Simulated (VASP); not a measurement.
Crystal: ZnSe.

```xyz
2
Lattice="0.0000 2.9253 2.9253 2.9253 0.0000 2.9253 2.9253 2.9253 0.0000" Properties=species:S:1:pos:R:3 pbc="T T T"
Se    4.3879    4.3879    4.3879
Zn    0.0000    0.0000    0.0000
```

| Item | Value |
| --- | --- |
| Program | VASP 6.6.1 |
| Task | relaxation of cell and atoms |
| Functional | LAK |
| Potentials or basis | VASP PAW PBE potentials, release 64 (Se, Zn) |
| Cutoff | 410 eV |
| k mesh | 5 × 5 × 5 |
| Occupations | gaussian, width 0.03 eV |
| Spin | no spin polarisation |

At the start: pressure -3.2 GPa; volume 25.03 Å³/atom.

**Question.** Where does the relaxation end?

**Answer.** Over 25 steps the energy falls by 12.1 meV/atom and the volume is 23.80 Å³/atom (-4.9 %); space group F-43m (No. 216, to 0.1 Å) before and after.

The path:
| step | energy change (eV) | largest force (eV/Å) | pressure (GPa) | volume (Å³) |
| --- | --- | --- | --- | --- |
| 1 | 0.0000 | 0.0000 | -3.22 | 50.06 |
| 2 | -0.0231 | 0.0000 | 1.62 | 46.50 |
| 3 | -0.0289 | 0.0000 | 0.29 | 47.48 |
| 4 | -0.0290 | 0.0000 | -0.05 | 47.68 |
| 5 | -0.0290 | 0.0000 | 0.02 | 47.63 |
| 6 | -0.0242 | 0.0000 | 0.21 | 47.63 |
| 7 | -0.0238 | 0.0000 | -0.42 | 47.84 |
| 8 | -0.0241 | 0.0000 | -0.18 | 47.70 |
| 9 | -0.0242 | 0.0000 | -0.12 | 47.67 |
| 10 | -0.0242 | 0.0000 | -0.08 | 47.65 |
| 11 | -0.0242 | 0.0000 | -0.06 | 47.64 |
| 12 | -0.0242 | 0.0000 | -0.04 | 47.64 |
| 13 | -0.0242 | 0.0000 | -0.05 | 47.63 |
| 14 | -0.0242 | 0.0000 | -0.05 | 47.63 |
| 15 | -0.0242 | 0.0000 | -0.05 | 47.63 |
| 16 | -0.0242 | 0.0000 | -0.05 | 47.63 |
| 17 | -0.0242 | 0.0000 | -0.05 | 47.63 |
| 18 | -0.0242 | 0.0000 | -0.05 | 47.63 |
| 19 | -0.0242 | 0.0000 | -0.05 | 47.63 |
| 20 | -0.0242 | 0.0000 | -0.05 | 47.63 |
| 21 | -0.0242 | 0.0000 | -0.05 | 47.63 |
| 22 | -0.0242 | 0.0000 | -0.05 | 47.63 |
| 23 | -0.0242 | 0.0000 | -0.05 | 47.63 |
| 24 | -0.0242 | 0.0000 | -0.05 | 47.63 |
| 25 | -0.0242 | 0.0000 | 0.01 | 47.59 |

Final structure:
```yaml
crystal:
  lattice:
    - [0.00000, 2.87631, 2.87631]
    - [2.87631, 0.00000, 2.87631]
    - [2.87631, 2.87631, 0.00000]
  atoms:
    - { symbol: Se, position: [0.75000, 0.75000, 0.75000] }
    - { symbol: Zn, position: [0.00000, 0.00000, 0.00000] }
```

Where two steps share one volume, the run began anew on that cell with a basis built for it.

Caveat: the PAW data sets were made with another functional, which shifts forces and pressure a little.
